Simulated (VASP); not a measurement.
Crystal: Nd2H3.

```
Nd H
1.0
    -2.05917    2.34235    4.22563
     2.05917   -2.34235    4.22563
     2.05917    2.34235   -4.22563
Nd H
2 3
Direct
  0.69700 0.19700 0.50000
  0.30300 0.80300 0.50000
  0.00000 0.00000 0.00000
  0.25360 0.50000 0.75360
  0.74640 0.50000 0.24640
```

The cell was generated, and may not be a known phase.

| Property | Result |
| --- | --- |
| Program | VASP 6.6.1 |
| Task | relaxation of cell and atoms |
| Functional | PBE |
| Potentials or basis | VASP PAW PBE potentials, release 64 (Nd_3, H), 4f in core |
| Cutoff | 500 eV |
| k mesh | 6 × 6 × 6 |
| Occupations | gaussian, width 0.1 eV |
| Spin | no spin polarisation |

At the start: pressure -3.7 GPa; volume 16.31 Å³/atom.

Problem. Where does the relaxation end?

Solution. Over 21 steps the energy falls by 645.2 meV/atom and the volume is 14.44 Å³/atom (-11.4 %); space group Immm (No. 71, to 0.1 Å) before and after.

The path:
| step | energy change (eV) | largest force (eV/Å) | pressure (GPa) | volume (Å³) |
| --- | --- | --- | --- | --- |
| 1 | 0.0000 | 0.6123 | -3.66 | 81.53 |
| 2 | -0.5373 | 1.5186 | -2.35 | 77.05 |
| 3 | -0.9687 | 4.3961 | 12.24 | 62.65 |
| 4 | -1.1531 | 2.8916 | 2.49 | 68.67 |
| 5 | -1.1778 | 3.3177 | 4.93 | 66.66 |
| 6 | -1.4311 | 3.1587 | 5.91 | 65.88 |
| 7 | -1.8705 | 1.5400 | 11.35 | 63.29 |
| 8 | -1.8652 | 1.2534 | 13.55 | 62.50 |
| 9 | -2.2933 | 1.1390 | 10.14 | 64.97 |
| 10 | -2.5155 | 2.5188 | 6.81 | 68.97 |
| 11 | -2.9286 | 1.2261 | 1.35 | 72.64 |
| 12 | -3.0876 | 0.1266 | -4.13 | 78.25 |
| 13 | -3.0924 | 0.1519 | -3.54 | 77.44 |
| 14 | -3.1547 | 0.1465 | -2.68 | 75.81 |
| 15 | -3.2151 | 0.1252 | -0.87 | 73.02 |
| 16 | -3.2205 | 0.1123 | 0.00 | 71.88 |
| 17 | -3.2204 | 0.1137 | -0.09 | 72.00 |
| 18 | -3.2222 | 0.1024 | 0.03 | 71.92 |
| 19 | -3.2232 | 0.0919 | 0.20 | 71.80 |
| 20 | -3.2246 | 0.0681 | 0.09 | 71.92 |
| 21 | -3.2260 | 0.0195 | -0.18 | 72.20 |

Final structure:
```
Nd H
1.0
    -1.75660    3.16626    3.24520
     1.75660   -3.16626    3.24520
     1.75660    3.16626   -3.24520
Nd H
2 3
Cartesian
  0.0000 3.1663 1.6380
  1.7566 0.0000 1.6072
  0.0000 0.0000 0.0000
  1.7566 1.9679 0.0000
  0.0000 1.1984 3.2452
```
